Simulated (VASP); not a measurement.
# HfN (Fm-3m) in VASP: notebook, part 2 of 2

VASP 6.6.1. Earlier steps stand in the parts before.

## 3. Single point, PBE

This run uses another cell than the first one, of 11.02 Å³/atom, 1.021 times its volume.

Contents of INCAR:

```
SYSTEM = HfN
PREC = Accurate
ENCUT = 520
EDIFF = 1E-6
ISMEAR = 1
SIGMA = 0.1
LREAL = .FALSE.
LASPH = .TRUE.
NELM = 100
ALGO = Normal
ISIF = 2
LWAVE = .FALSE.
LCHARG = .FALSE.
GGA = PE
NBANDS = 14
```

Contents of KPOINTS:

```
Automatic mesh
0
G
  9 9 9
  0 0 0
```

Contents of POSCAR:

```
HfN
1.0
    0.0000000000      2.2255097759      2.2255097759
    2.2255097759      0.0000000000      2.2255097759
    2.2255097759      2.2255097759      0.0000000000
Hf N
1 1
Direct
    0.0000000000      0.0000000000      0.0000000000
    0.5000000000      0.5000000000      0.5000000000
```

Potentials or basis: VASP PAW PBE potentials, release 64 (Hf_pv, N).

Launch:

```sh
$ cat potpaw_PBE.64/Hf_pv/POTCAR potpaw_PBE.64/N/POTCAR > POTCAR
$ mpirun -np 1 vasp_std > vasp.out
```

OUTCAR:

```text
SYSTEM = HfN
   PREC = Accurate
   ENCUT = 520
   EDIFF = 1E-6
   ISMEAR = 1
   LREAL = .FALSE.
   LASPH = .TRUE.
   NELM = 100
   ISIF = 2
   GGA = PE

 ion  position               nearest neighbor table
   1  0.000  0.000  0.000-   2 2.23   2 2.23   2 2.23   2 2.23   2 2.23   2 2.23
   2  0.500  0.500  0.500-   1 2.23   1 2.23   1 2.23   1 2.23   1 2.23   1 2.23

  LATTYP: Found a face centered cubic cell.
 ALAT       =     4.4510195518

  Lattice vectors:

 A1 = (   0.0000000000,   2.2255097759,   2.2255097759)
 A2 = (   2.2255097759,   0.0000000000,   2.2255097759)
 A3 = (   2.2255097759,   2.2255097759,   0.0000000000)
[... 585 lines left out ...]
     11      14.5795      0.00000
     12      14.6790      0.00000
     13      17.6613      0.00000
     14      18.6721      0.00000

 [... further k-points ...]
[... 5 lines left out ...]
  --------------------------------------------------------------------------------------
  -------------------------------------------------------------------------------------
  Total        2.3378721      2.3378721      2.3378721      0.0000000      0.0000000      0.0000000
  in kB      169.9076073    169.9076073    169.9076073      0.0000000      0.0000000      0.0000000
  external PRESSURE =     169.9076073 kB  Pullay stress =       0.0000000 kB

 VOLUME and BASIS-vectors are now :
 -----------------------------------------------------------------------------
  energy-cutoff  :      520.00
  volume of cell :       22.05
      direct lattice vectors                 reciprocal lattice vectors
     0.000000000  2.225509776  2.225509776    -0.224667627  0.224667627  0.224667627
     2.225509776  0.000000000  2.225509776     0.224667627 -0.224667627  0.224667627
     2.225509776  2.225509776  0.000000000     0.224667627  0.224667627 -0.224667627

 POSITION                                       TOTAL-FORCE (eV/Angst)
 -----------------------------------------------------------------------------------
      0.00000      0.00000      0.00000        -0.000000      0.000000     -0.000000
      2.22551      2.22551      2.22551         0.000000     -0.000000      0.000000
 -----------------------------------------------------------------------------------
    total drift:                                0.000000     -0.000000     -0.000000

  FREE ENERGIE OF THE ION-ELECTRON SYSTEM (eV)
  ---------------------------------------------------
  free  energy   TOTEN  =       -21.6993013096 eV

  energy  without entropy=      -21.6978760590  energy(sigma->0) =      -21.69882623
```

OSZICAR:

```text
N       E                     dE             d eps       ncg     rms          rms(c)
DAV:   1     0.395254200107E+02    0.39525E+02   -0.79558E+03   980   0.102E+03
DAV:   2    -0.226793852049E+02   -0.62205E+02   -0.57715E+02  1258   0.238E+02
DAV:   3    -0.246991450062E+02   -0.20198E+01   -0.20117E+01  1142   0.356E+01
DAV:   4    -0.247062109005E+02   -0.70659E-02   -0.70641E-02  1130   0.241E+00
DAV:   5    -0.247062516293E+02   -0.40729E-04   -0.40728E-04  1184   0.158E-01    0.537E+01
DAV:   6    -0.217821394789E+02    0.29241E+01   -0.80520E+00  1094   0.224E+01    0.448E+01
DAV:   7    -0.217227801534E+02    0.59359E-01   -0.44429E-01  1208   0.596E+00    0.274E+01
DAV:   8    -0.217035460998E+02    0.19234E-01   -0.78236E-02  1184   0.247E+00    0.556E+00
DAV:   9    -0.216994319746E+02    0.41141E-02   -0.11822E-02  1130   0.875E-01    0.193E+00
DAV:  10    -0.216993332008E+02    0.98774E-04   -0.10358E-03  1300   0.307E-01    0.403E-01
DAV:  11    -0.216993034538E+02    0.29747E-04   -0.72475E-05  1118   0.855E-02    0.101E-01
DAV:  12    -0.216993016536E+02    0.18003E-05   -0.70676E-06  1312   0.227E-02    0.253E-02
DAV:  13    -0.216993013096E+02    0.34394E-06   -0.21993E-07   682   0.474E-03
   1 F= -.21699301E+02 E0= -.21698826E+02  d E =-.142525E-02
```

It took 8.5 s on 1 thread of AMD EPYC 7R13 (Zen 3), shared host; peak memory 0.11 GiB.

Results:

```yaml
Free_energy: -21.6993 eV
Pressure: 17.0 GPa
```

Caveat: spin-orbit coupling is left out, which moves the levels of the heavy elements.

## 4. Single point, PBE

This run uses another cell than the first one, of 11.25 Å³/atom, 1.043 times its volume.

Contents of INCAR:

```
SYSTEM = HfN
  PREC = Accurate
  ENCUT = 520
  EDIFF = 1E-6
  ISMEAR = 1
  SIGMA = 0.1
  LREAL = .False.
  LASPH = .True.
  NELM = 80
  ALGO = Normal
  ISIF = 2
  LWAVE = .False.
  LCHARG = .False.
  GGA = PE
  NBANDS = 14
```

Contents of KPOINTS:

```
Automatic mesh
0
Gamma
  9 9 9
  0 0 0
```

Contents of POSCAR:

```
HfN
1.0
    0.0000000000      2.2408586042      2.2408586042
    2.2408586042      0.0000000000      2.2408586042
    2.2408586042      2.2408586042      0.0000000000
Hf N
1 1
Direct
    0.0000000000      0.0000000000      0.0000000000
    0.5000000000      0.5000000000      0.5000000000
```

Launch:

```sh
$ cat potpaw_PBE.64/Hf_pv/POTCAR potpaw_PBE.64/N/POTCAR > POTCAR
$ mpirun -np 1 vasp_std > vasp.out
```

Run time: 8.8 s. Hardware: 1 thread of AMD EPYC 7R13 (Zen 3), shared host; peak memory 0.11 GiB.

Results (log left out):

```yaml
Free_energy: -21.7385 eV
Pressure: 10.2 GPa
```

Levels at points of the mesh, in eV from the Fermi level:
| k point | band 5 | band 6 | band 7 | band 8 | band 9 | band 10 | band 11 | band 12 |
| --- | --- | --- | --- | --- | --- | --- | --- | --- |
| (0.00, 0.00, 0.00) | -3.04 | -3.04 | -3.04 | -0.34 | -0.34 | -0.34 | 2.04 | 2.04 |

Caveat: spin-orbit coupling is left out, which moves the levels of the heavy elements.

## 5. The runs side by side

```csv
cell,gap on the mesh (eV),pressure (GPa)
"a = 3.125 Å, angles 60.0°, 2 atoms",none,24.5
"a = 3.147 Å, angles 60.0°, 2 atoms",none,17.0
"a = 3.169 Å, angles 60.0°, 2 atoms",none,10.2
```

Alike in all rows: task single point; level PBE; potentials or basis VASP PAW PBE potentials, release 64 (Hf_pv, N); no spin polarisation; k mesh 9 × 9 × 9; cutoff (eV) 520; smearing methfessel-paxton 0.1 eV.

Caveats: spin-orbit coupling is left out, which moves the levels of the heavy elements.

Total energies depend on the potentials used, so only differences within one code and one set of settings carry meaning.
